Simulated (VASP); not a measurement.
# KMgF3 (Pm-3m) in VASP: single point with PBE

Aim: the single point of KMgF3 with PBE.

All numbers are computed with VASP 6.6.1; they aren't measurements. Logs are shortened: lines on timing, memory, paths and dates and some standing lists are left out, and cuts for length are marked.

**1. The cell of the first run**

The structure is cubic, space group Pm-3m (No. 221). The conventional cell has a = 4.054 Å, b = 4.054 Å, c = 4.054 Å, α = 90.00°, β = 90.00°, γ = 90.00°. K (site symmetry m-3m) has 12 F at 2.87 Å and 8 Mg at 3.51 Å within 3.8 Å. Within 2.7 Å of Mg (site symmetry m-3m) lie 6 F at 2.03 Å. Within 2.7 Å of F (site symmetry 4/mmm) lie 2 Mg at 2.03 Å.

**2. Single point, PBE**

The input, INCAR:

```
SYSTEM = KMgF3
  PREC = Accurate
  ENCUT = 520
  EDIFF = 1E-7
  ISMEAR = 0
  SIGMA = 0.02
  LREAL = .FALSE.
  LASPH = .TRUE.
  NELM = 60
  ALGO = Normal
  ISIF = 2
  LWAVE = .FALSE.
  LCHARG = .FALSE.
  GGA = PE
  NBANDS = 24
```

The input, KPOINTS:

```
Automatic mesh
0
G
  6 6 6
  0 0 0
```

The input, POSCAR:

```
KMgF3
1.0
    4.0538823348      0.0000000000      0.0000000000
    0.0000000000      4.0538823348      0.0000000000
    0.0000000000      0.0000000000      4.0538823348
K Mg F
1 1 3
Direct
    0.5000000000      0.5000000000      0.5000000000
    0.0000000000      0.0000000000      0.0000000000
    0.0000000000      0.5000000000      0.0000000000
    0.0000000000      0.0000000000      0.5000000000
    0.5000000000      0.0000000000      0.0000000000
```

Potentials or basis: VASP PAW PBE potentials, release 64 (K_sv, Mg, F).

The run is started by

```sh
$ cat potpaw_PBE.64/K_sv/POTCAR potpaw_PBE.64/Mg/POTCAR potpaw_PBE.64/F/POTCAR > POTCAR
$ mpirun -np 1 vasp_std > vasp.out
```

OUTCAR:

```text
SYSTEM = KMgF3
   PREC = Accurate
   ENCUT = 520
   EDIFF = 1E-7
   ISMEAR = 0
   LREAL = .FALSE.
   LASPH = .TRUE.
   NELM = 60
   ISIF = 2
   GGA = PE

 ion  position               nearest neighbor table
   1  0.500  0.500  0.500-   2 3.51   2 3.51   2 3.51   2 3.51   2 3.51   2 3.51   2 3.51   2 3.51

   2  0.000  0.000  0.000-   3 2.03   4 2.03   5 2.03   4 2.03   3 2.03   5 2.03   1 3.51   1 3.51
                             1 3.51   1 3.51   1 3.51   1 3.51   1 3.51   1 3.51
   3  0.000  0.500  0.000-   2 2.03   2 2.03
   4  0.000  0.000  0.500-   2 2.03   2 2.03
   5  0.500  0.000  0.000-   2 2.03   2 2.03

  LATTYP: Found a simple cubic cell.
 ALAT       =     4.0538823348

  Lattice vectors:

 A1 = (   4.0538823348,   0.0000000000,   0.0000000000)
 A2 = (   0.0000000000,   4.0538823348,   0.0000000000)
 A3 = (   0.0000000000,   0.0000000000,   4.0538823348)

Analysis of symmetry for initial positions (statically):
=====================================================================
 Subroutine PRICEL returns:
 Original cell was already a primitive cell.

 Routine SETGRP: Setting up the symmetry group for a
 simple cubic supercell.

 Subroutine GETGRP returns: Found 48 space group operations
 (whereof 48 operations were pure point group operations)
 out of a pool of 48 trial point group operations.

The static configuration has the point symmetry O_h .

Analysis of symmetry for dynamics (positions and initial velocities):
=====================================================================
 Subroutine PRICEL returns:
 Original cell was already a primitive cell.

 Routine SETGRP: Setting up the symmetry group for a
 simple cubic supercell.

 Subroutine GETGRP returns: Found 48 space group operations
 (whereof 48 operations were pure point group operations)
 out of a pool of 48 trial point group operations.

The dynamic configuration has the point symmetry O_h .

 Subroutine INISYM returns: Found 48 space group operations
 (whereof 48 operations are pure point group operations),
 and found     1 'primitive' translations

----------------------------------------------------------------------------------------

                                     Primitive cell

  volume of cell :      66.6213

[... 87 lines left out ...]
   ENCUT  =  520.0 eV  38.22 Ry    6.18 a.u.   7.54  7.54  7.54*2*pi/ulx,y,z
   NELM   =     60;   NELMIN=  2; NELMDL= -5     # of ELM steps
   EDIFF  = 0.1E-06   stopping-criterion for ELM
   LREAL  =      F    real-space projection
   EDIFFG = 0.1E-05   stopping-criterion for IOM
   NSW    =      0    number of steps for IOM
   IBRION =     -1    ionic relax: 0-MD 1-quasi-New 2-CG
   NFREE  =      0    steps in history (QN), initial steepest desc. (CG)
   ISIF   =      2    stress and relaxation
   ISYM   =      2    0-nonsym 1-usesym 2-fastsym
   POTIM  = 0.5000    time-step for ionic-motion
   TEBEG  =    0.0;   TEEND  =   0.0 temperature during run
   PSTRESS=    0.0 pullay stress
   NELECT =      32.0000    total number of electrons
   NUPDOWN=      -1.0000    fix difference up-down
   EMIN   =  10.00;   EMAX   =-10.00  energy-range for DOS
   EFERMI =   0.00;   METHOD = LEGACY
   ISMEAR =     0;   SIGMA  =   0.02  broadening in eV -4-tet -1-fermi 0-gaus
   EFERMI_NEDOS =   21; number of points for ismear=-14 and -15
   IALGO  =     38    algorithm
   IMIX   =      4    mixing-type and parameters
     AMIX     =   0.40;   BMIX     =  1.00
     AMIX_MAG =   1.60;   BMIX_MAG =  1.00
  volume/ion in A,a.u.               =      13.32        89.92
  Fermi-wavevector in a.u.,A,eV,Ry     =   1.282095  2.422809 22.364831  1.643769
  Thomas-Fermi vector in A             =   2.414427
   LORBIT       =      0    0 simple, 1 ext, 2 COOP (PROOUT), +10 PAW based schemes
   GGA     = PE    functional components
   LHFCALC =     F    Hartree Fock is set to
   AEXX    =    0.0000 exact exchange contribution
   IVDW    =     0    specifies the selected vdW correction
   LEPSILON=     F    determine dielectric tensor
   LRPA    =     F    only Hartree local field effects (RPA)
 non-spin polarized calculation
 Gauss-broadening in eV      SIGMA  =   0.02
  energy-cutoff  :      520.00
  volume of cell :       66.62
 maximum number of plane-waves:      1856
   NGX = 15   NGY = 15   NGZ = 15

 number of electron      31.9999960 magnetization

 Free energy of the ion-electron system (eV)
  ---------------------------------------------------
  ext. energy  EPLUGINS =         0.00000000
  ---------------------------------------------------
  free energy    TOTEN  =       -24.44983478 eV

  energy without entropy =      -24.44983478  energy(sigma->0) =      -24.44983478

 E-fermi :  -1.7509     XC(G=0):  -9.4346

 val. band max:       -1.8491368885   @ k =   0.5000   0.5000   0.5000
 cond. band min:       5.0816789055   @ k =   0.0000   0.0000   0.0000
 fundamental gap:      6.9308157940
 Fermi energy:        -1.7509264769

 k-point     1 :       0.0000    0.0000    0.0000
  band No.  band energies     occupation
      1     -27.6092      2.00000
      2     -21.8379      2.00000
      3     -21.2485      2.00000
      4     -21.2485      2.00000
      5     -11.0944      2.00000
      6     -11.0944      2.00000
[... 529 lines left out ...]
     23      12.6373      0.00000
     24      12.8137      0.00000

------------------------ aborting loop because EDIFF is reached ----------------------------------------

  FORCE on cell =-STRESS in cart. coord.  units (eV):
  Direction    XX          YY          ZZ          XY          YZ          ZX
  --------------------------------------------------------------------------------------
  -------------------------------------------------------------------------------------
  Total       -0.1676822     -0.1676822     -0.1676822     -0.0000000     -0.0000000      0.0000000
  in kB       -4.0325904     -4.0325904     -4.0325904     -0.0000000     -0.0000000      0.0000000
  external PRESSURE =      -4.0325904 kB  Pullay stress =       0.0000000 kB

 VOLUME and BASIS-vectors are now :
 -----------------------------------------------------------------------------
  energy-cutoff  :      520.00
  volume of cell :       66.62
      direct lattice vectors                 reciprocal lattice vectors
     4.053882335  0.000000000  0.000000000     0.246677115  0.000000000  0.000000000
     0.000000000  4.053882335  0.000000000     0.000000000  0.246677115  0.000000000
     0.000000000  0.000000000  4.053882335     0.000000000  0.000000000  0.246677115

 POSITION                                       TOTAL-FORCE (eV/Angst)
 -----------------------------------------------------------------------------------
      2.02694      2.02694      2.02694         0.000000      0.000000      0.000000
      0.00000      0.00000      0.00000         0.000000      0.000000      0.000000
      0.00000      2.02694      0.00000         0.000000      0.000000      0.000000
      0.00000      0.00000      2.02694         0.000000      0.000000      0.000000
      2.02694      0.00000      0.00000         0.000000      0.000000      0.000000
 -----------------------------------------------------------------------------------
    total drift:                                0.000000     -0.000000      0.000000

  FREE ENERGIE OF THE ION-ELECTRON SYSTEM (eV)
  ---------------------------------------------------
  free  energy   TOTEN  =       -24.4498347808 eV

  energy  without entropy=      -24.4498347808  energy(sigma->0) =      -24.44983478
```

OSZICAR:

```text
N       E                     dE             d eps       ncg     rms          rms(c)
DAV:   1     0.229456602921E+03    0.22946E+03   -0.17210E+04  1000   0.127E+03
DAV:   2    -0.147037241689E+02   -0.24416E+03   -0.23516E+03  1256   0.344E+02
DAV:   3    -0.260457827431E+02   -0.11342E+02   -0.11285E+02  1376   0.691E+01
DAV:   4    -0.266689870978E+02   -0.62320E+00   -0.62308E+00  1256   0.920E+00
DAV:   5    -0.266729077427E+02   -0.39206E-02   -0.39205E-02  1312   0.800E-01    0.895E+00
DAV:   6    -0.244617776583E+02    0.22111E+01   -0.73686E+00  1160   0.187E+01    0.385E+00
DAV:   7    -0.244512993482E+02    0.10478E-01   -0.20047E-01  1136   0.271E+00    0.226E+00
DAV:   8    -0.244494093871E+02    0.18900E-02   -0.69149E-02  1216   0.242E+00    0.276E-01
DAV:   9    -0.244494979970E+02   -0.88610E-04   -0.11621E-02  1256   0.739E-01    0.140E-01
DAV:  10    -0.244498540999E+02   -0.35610E-03   -0.91614E-04  1152   0.191E-01    0.848E-02
DAV:  11    -0.244498333080E+02    0.20792E-04   -0.77682E-05  1176   0.640E-02    0.403E-02
DAV:  12    -0.244498346860E+02   -0.13780E-05   -0.18628E-05  1064   0.309E-02    0.374E-03
DAV:  13    -0.244498348431E+02   -0.15710E-06   -0.12328E-06  1296   0.721E-03    0.152E-03
DAV:  14    -0.244498347808E+02    0.62298E-07   -0.15026E-07  1008   0.228E-03
   1 F= -.24449835E+02 E0= -.24449835E+02  d E =-.628535E-14
```

stdout:

```text
POSCAR found type information on POSCAR K MgF
 POSCAR found :  3 types and       5 ions
 scaLAPACK will be used
 LDA part: xc-table for (Slater+PW92), standard interpolation
 POSCAR, INCAR and KPOINTS ok, starting setup
 FFT: planning ... GRIDC
 FFT: planning ... GRID_SOFT
 FFT: planning ... GRID
 WAVECAR not read
 entering main loop
```

Wall time 64 s (1 thread of Intel Xeon Platinum 8259CL at 2.50GHz (Skylake/Cascade Lake), shared host); peak memory 0.18 GiB.

Results:

```yaml
Free_energy: -24.4498 eV
Pressure: -0.4 GPa
Band_gap_on_the_k_mesh: 6.93 eV (least direct gap 7.25 eV)
```
